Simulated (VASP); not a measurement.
# HfN in VASP: single point with PBEsol

Aim: the single point of HfN with PBEsol.

All numbers are computed with VASP 6.6.1; they aren't measurements. Logs are shortened: lines on timing, memory, paths and dates and some standing lists are left out, and cuts for length are marked.

### Step 1. The cell of the first run

The typed cell holds 2 atoms: a = 3.442 Å, b = 3.442 Å, c = 3.442 Å, α = 60.00°, β = 60.00°, γ = 60.00°.

### Step 2. Single point, PBEsol

The input, INCAR:

```
SYSTEM = HfN
  PREC = Accurate
  ENCUT = 520
  EDIFF = 1E-7
  ISMEAR = 0
  SIGMA = 0.15
  LREAL = .FALSE.
  LASPH = .TRUE.
  NELM = 60
  ALGO = Normal
  ISIF = 2
  LWAVE = .FALSE.
  LCHARG = .FALSE.
  GGA = PS
  NBANDS = 14
```

The input, KPOINTS:

```
Automatic mesh
0
G
  12 12 12
  0 0 0
```

The input, POSCAR:

```
HfN
1.0
    0.0000336621      2.4341718292      2.4341068089
    2.4340876800      0.0000598029      2.4340806681
    2.4340900622      2.4341480705      0.0000574207
Hf N
1 1
Direct
    0.0000150539     -0.0000027500     -0.0000037649
    0.7499849461      0.7500027500      0.7500037649
```

Potentials or basis: VASP PAW PBE potentials, release 64 (Hf_pv, N).

Started as:

```sh
> cat potpaw_PBE.64/Hf_pv/POTCAR potpaw_PBE.64/N/POTCAR > POTCAR
> mpirun -np 1 vasp_std > vasp.out
```

OUTCAR:

```text
SYSTEM = HfN
   PREC = Accurate
   ENCUT = 520
   EDIFF = 1E-7
   ISMEAR = 0
   LREAL = .FALSE.
   LASPH = .TRUE.
   NELM = 60
   ISIF = 2
   GGA = PS

 ion  position               nearest neighbor table
   1  0.000  1.000  1.000-   2 2.11   2 2.11   2 2.11   2 2.11
   2  0.750  0.750  0.750-   1 2.11   1 2.11   1 2.11   1 2.11

  LATTYP: Found a base centered monoclinic cell.
 ALAT       =     5.9624367877
 B/A-ratio  =     0.5773261398
 C/A-ratio  =     0.5773335591
 COS(beta)  =    -0.5773619283

  Lattice vectors:

 A1 = (  -2.4340900622,  -2.4341480705,  -0.0000574207)
 A2 = (  -0.0000336621,  -2.4341718292,  -2.4341068089)
 A3 = (   2.4340876800,   0.0000598029,   2.4340806681)

Analysis of symmetry for initial positions (statically):
=====================================================================
 Subroutine PRICEL returns:
 Original cell was already a primitive cell.

 Routine SETGRP: Setting up the symmetry group for a
 base centered monoclinic supercell.

 Subroutine GETGRP returns: Found  1 space group operations
 (whereof  1 operations were pure point group operations)
 out of a pool of  4 trial point group operations.

The static configuration has the point symmetry C_1 .

Analysis of symmetry for dynamics (positions and initial velocities):
=====================================================================
 Subroutine PRICEL returns:
 Original cell was already a primitive cell.

 Routine SETGRP: Setting up the symmetry group for a
 base centered monoclinic supercell.

 Subroutine GETGRP returns: Found  1 space group operations
 (whereof  1 operations were pure point group operations)
 out of a pool of  4 trial point group operations.

The dynamic configuration has the point symmetry C_1 .

 Subroutine INISYM returns: Found  1 space group operations
 (whereof  1 operations are pure point group operations),
 and found     1 'primitive' translations

----------------------------------------------------------------------------------------

                                     Primitive cell

  volume of cell :      28.8429

  direct lattice vectors                    reciprocal lattice vectors
     0.000033662  2.434171829  2.434106809    -0.205419933  0.205410192  0.205415478
     2.434087680  0.000059803  2.434080668     0.205417293 -0.205417243  0.205419890
     2.434090062  2.434148071  0.000057421     0.205416891  0.205414202 -0.205422530

  length of vectors
     3.442392838  3.442314851  3.442364197     0.355789564  0.355794659  0.355794195

  position of ions in fractional coordinates (direct lattice)
     0.000015054  0.999997250  0.999996235
     0.749984946  0.750002750  0.750003765

  ion indices of the primitive-cell ions
   primitive index   ion index
                 1           1
                 2           2

----------------------------------------------------------------------------------------

 KPOINTS: Automatic mesh

Automatic generation of k-mesh.
 Grid dimensions read from file:
 generate k-points for:   12   12   12

 Generating k-lattice:

  Cartesian coordinates                     Fractional coordinates (reciprocal lattice)
    -0.017118328  0.017117516  0.017117956     0.083333333  0.000000000  0.000000000
     0.017118108 -0.017118104  0.017118324     0.000000000  0.083333333 -0.000000000
     0.017118074  0.017117850 -0.017118544     0.000000000  0.000000000  0.083333333

  Length of vectors
     0.029649130  0.029649555  0.029649516

  Shift w.r.t. Gamma in fractional coordinates (k-lattice)
     0.000000000  0.000000000  0.000000000

 Subroutine IBZKPT returns following result:
 ===========================================

 Found    868 irreducible k-points:

 Following reciprocal coordinates:
            Coordinates               Weight
  0.000000  0.000000  0.000000      1.000000
  0.083333 -0.000000 -0.000000      2.000000
  0.000000 -0.000000 -0.083333      2.000000
  0.166667 -0.000000 -0.000000      2.000000
  0.000000 -0.000000 -0.166667      2.000000
  0.250000 -0.000000 -0.000000      2.000000
[... 16 lines left out ...]
  0.416667  0.083333 -0.000000      2.000000
 -0.000000 -0.083333 -0.416667      2.000000
 [... further k-points ...]
   k-points           NKPTS =    868   k-points in BZ     NKDIM =    868   number of bands    NBANDS=     14
   number of dos      NEDOS =    301   number of ions     NIONS =      2
   total plane-waves  NPLWV =  21952
   dimension x,y,z NGX =    28 NGY =   28 NGZ =   28
   dimension x,y,z NGXF=    56 NGYF=   56 NGZF=   56
   ions per type =               1   1
   NGX,Y,Z   is equivalent  to a cutoff of  13.52, 13.52, 13.52 a.u.
   NGXF,Y,Z  is equivalent  to a cutoff of  27.04, 27.05, 27.04 a.u.
 SYSTEM =  HfN
   PREC   = accura    normal or accurate (medium, high low for compatibility)
   ISTART =      0    job   : 0-new  1-cont  2-samecut
   ICHARG =      2    charge: 1-file 2-atom 10-const
   ISPIN  =      1    spin polarized calculation?
   LNONCOLLINEAR =      F non collinear calculations
   LSORBIT =      F    spin-orbit coupling
   LASPH  =      T    aspherical Exc in radial PAW
   ENCUT  =  520.0 eV  38.22 Ry    6.18 a.u.   6.40  6.40  6.40*2*pi/ulx,y,z
   NELM   =     60;   NELMIN=  2; NELMDL= -5     # of ELM steps
   EDIFF  = 0.1E-06   stopping-criterion for ELM
   LREAL  =      F    real-space projection
   EDIFFG = 0.1E-05   stopping-criterion for IOM
   NSW    =      0    number of steps for IOM
   IBRION =     -1    ionic relax: 0-MD 1-quasi-New 2-CG
   NFREE  =      0    steps in history (QN), initial steepest desc. (CG)
   ISIF   =      2    stress and relaxation
   ISYM   =      2    0-nonsym 1-usesym 2-fastsym
   POTIM  = 0.5000    time-step for ionic-motion
   TEBEG  =    0.0;   TEEND  =   0.0 temperature during run
   PSTRESS=    0.0 pullay stress
   NELECT =      15.0000    total number of electrons
   NUPDOWN=      -1.0000    fix difference up-down
   EMIN   =  10.00;   EMAX   =-10.00  energy-range for DOS
   EFERMI =   0.00;   METHOD = LEGACY
   ISMEAR =     0;   SIGMA  =   0.15  broadening in eV -4-tet -1-fermi 0-gaus
   EFERMI_NEDOS =   21; number of points for ismear=-14 and -15
   IALGO  =     38    algorithm
   IMIX   =      4    mixing-type and parameters
     AMIX     =   0.40;   BMIX     =  1.00
     AMIX_MAG =   1.60;   BMIX_MAG =  1.00
  volume/ion in A,a.u.               =      14.42        97.32
  Fermi-wavevector in a.u.,A,eV,Ry     =   1.316514  2.487851 23.581739  1.733209
  Thomas-Fermi vector in A             =   2.446621
   LORBIT       =      0    0 simple, 1 ext, 2 COOP (PROOUT), +10 PAW based schemes
   GGA     = PS    functional components
   LHFCALC =     F    Hartree Fock is set to
   AEXX    =    0.0000 exact exchange contribution
   IVDW    =     0    specifies the selected vdW correction
   LEPSILON=     F    determine dielectric tensor
   LRPA    =     F    only Hartree local field effects (RPA)
 non-spin polarized calculation
 Gauss-broadening in eV      SIGMA  =   0.15
  energy-cutoff  :      520.00
  volume of cell :       28.84
 maximum number of plane-waves:       794
 NGX is ok and might be reduce to    28
   NGX = 13   NGY = 13   NGZ = 13

 number of electron      15.0000002 magnetization

 Free energy of the ion-electron system (eV)
  ---------------------------------------------------
  ext. energy  EPLUGINS =         0.00000000
  ---------------------------------------------------
  free energy    TOTEN  =       -22.26787019 eV

  energy without entropy =      -22.25688588  energy(sigma->0) =      -22.26237803

 E-fermi :   5.8046     XC(G=0): -11.5184

 val. band max:        5.7012972394   @ k =   0.5000  -0.4167   0.3333
 cond. band min:       5.8136107454   @ k =   0.3333  -0.0833   0.1667
 fundamental gap:      0.1123135059
 Fermi energy:         5.8046008845

 k-point     1 :       0.0000    0.0000    0.0000
  band No.  band energies     occupation
      1     -25.1682      2.00000
      2     -25.1682      2.00000
      3     -25.1681      2.00000
      4     -10.4298      2.00000
      5       0.2275      2.00000
      6       0.2277      2.00000
      7       0.2278      2.00000
      8       5.1278      2.00000
      9       8.0611      0.00000
     10       8.0614      0.00000
     11      12.5502      0.00000
     12      12.5508      0.00000
     13      12.5515      0.00000
     14      18.2241      0.00000

 k-point     2 :       0.0833   -0.0000   -0.0000
  band No.  band energies     occupation
      1     -25.2055      2.00000
      2     -25.1729      2.00000
      3     -25.1729      2.00000
      4     -10.3414      2.00000
      5       0.0702      2.00000
      6       0.2807      2.00000
      7       0.2808      2.00000
      8       5.5117      1.99425
      9       7.9367      0.00000
     10       7.9370      0.00000
     11      12.3575      0.00000
     12      12.7326      0.00000
     13      12.7331      0.00000
     14      18.0881      0.00000

 k-point     3 :       0.0000   -0.0000   -0.0833
  band No.  band energies     occupation
      1     -25.2054      2.00000
      2     -25.1729      2.00000
      3     -25.1729      2.00000
      4     -10.3414      2.00000
      5       0.0704      2.00000
      6       0.2805      2.00000
      7       0.2807      2.00000
      8       5.5117      1.99425
      9       7.9367      0.00000
     10       7.9370      0.00000
     11      12.3568      0.00000
     12      12.7329      0.00000
     13      12.7335      0.00000
     14      18.0887      0.00000

 k-point     4 :       0.1667   -0.0000   -0.0000
  band No.  band energies     occupation
      1     -25.3056      2.00000
      2     -25.1857      2.00000
      3     -25.1857      2.00000
      4     -10.1057      2.00000
      5      -0.2193      2.00000
      6       0.4189      2.00000
      7       0.4190      2.00000
      8       6.4158      0.00000
      9       7.7151      0.00000
     10       7.7153      0.00000
     11      11.9327      0.00000
     12      13.0264      0.00000
     13      13.0268      0.00000
     14      16.2385      0.00000

 k-point     5 :       0.0000   -0.0000   -0.1667
  band No.  band energies     occupation
      1     -25.3056      2.00000
      2     -25.1857      2.00000
      3     -25.1857      2.00000
      4     -10.1057      2.00000
      5      -0.2191      2.00000
      6       0.4187      2.00000
      7       0.4189      2.00000
      8       6.4159      0.00000
      9       7.7151      0.00000
     10       7.7154      0.00000
     11      11.9322      0.00000
[... 276 lines left out ...]
 k-point    22 :       0.0000   -0.0833   -0.3333
  band No.  band energies     occupation
      1     -25.5271      2.00000
      2     -25.2313      2.00000
      3     -25.2256      2.00000
      4      -9.5560      2.00000
      5      -0.4211      2.00000
      6       0.7003      2.00000
      7       0.7993      2.00000
      8       6.9938      0.00000
      9       7.8760      0.00000
     10       8.2894      0.00000
     11      11.2569      0.00000
     12      12.2636      0.00000
     13      13.0214      0.00000
     14      14.3276      0.00000

 k-point    23 :       0.4167    0.0833   -0.0000
  band No.  band energies     occupation
      1     -25.6283      2.00000
      2     -25.2455      2.00000
      3     -25.2426      2.00000
      4      -9.3415      2.00000
      5      -0.1915      2.00000
      6       0.7629      2.00000
      7       0.8932      2.00000
      8       7.2166      0.00000
      9       7.8715      0.00000
     10       8.5788      0.00000
     11      10.7829      0.00000
     12      11.5477      0.00000
     13      12.4077      0.00000
     14      14.6958      0.00000

 k-point    24 :      -0.0000   -0.0833   -0.4167
  band No.  band energies     occupation
      1     -25.6282      2.00000
      2     -25.2455      2.00000
      3     -25.2426      2.00000
      4      -9.3416      2.00000
      5      -0.1914      2.00000
      6       0.7627      2.00000
      7       0.8930      2.00000
      8       7.2169      0.00000
      9       7.8718      0.00000
     10       8.5788      0.00000
     11      10.7829      0.00000
     12      11.5483      0.00000
     13      12.4082      0.00000
     14      14.6955      0.00000

 [... further k-points ...]

------------------------ aborting loop because EDIFF is reached ----------------------------------------

  FORCE on cell =-STRESS in cart. coord.  units (eV):
  Direction    XX          YY          ZZ          XY          YZ          ZX
  --------------------------------------------------------------------------------------
  -------------------------------------------------------------------------------------
  Total       -0.1604829     -0.1610750     -0.1604102     -0.0010448     -0.0005861     -0.0009394
  in kB       -8.9145601     -8.9474506     -8.9105243     -0.0580365     -0.0325594     -0.0521831
  external PRESSURE =      -8.9241784 kB  Pullay stress =       0.0000000 kB

 VOLUME and BASIS-vectors are now :
 -----------------------------------------------------------------------------
  energy-cutoff  :      520.00
  volume of cell :       28.84
      direct lattice vectors                 reciprocal lattice vectors
     0.000033662  2.434171829  2.434106809    -0.205419933  0.205410192  0.205415478
     2.434087680  0.000059803  2.434080668     0.205417293 -0.205417243  0.205419890
     2.434090062  2.434148071  0.000057421     0.205416891  0.205414202 -0.205422530

 POSITION                                       TOTAL-FORCE (eV/Angst)
 -----------------------------------------------------------------------------------
      4.86816      2.43424      2.43417        -0.000019     -0.000745     -0.000820
      3.65117      3.65126      3.65115         0.000019      0.000745      0.000820
 -----------------------------------------------------------------------------------
    total drift:                                0.000000      0.000001      0.000001

  FREE ENERGIE OF THE ION-ELECTRON SYSTEM (eV)
  ---------------------------------------------------
  free  energy   TOTEN  =       -22.2678701870 eV

  energy  without entropy=      -22.2568858753  energy(sigma->0) =      -22.26237803
```

Wall time 3.7 min (1 thread of Intel Xeon Platinum 8488C (Sapphire Rapids), shared host); peak memory 0.47 GiB.

Results:

```
Free energy            : -22.2679 eV
Pressure               : -0.9 GPa
Band gap on the k mesh : zero (an odd number of electrons rules out a gap without spin polarisation)
```

Caveat: the PAW data sets were made with another functional, which shifts forces and pressure a little; spin-orbit coupling is left out, which moves the levels of the heavy elements.
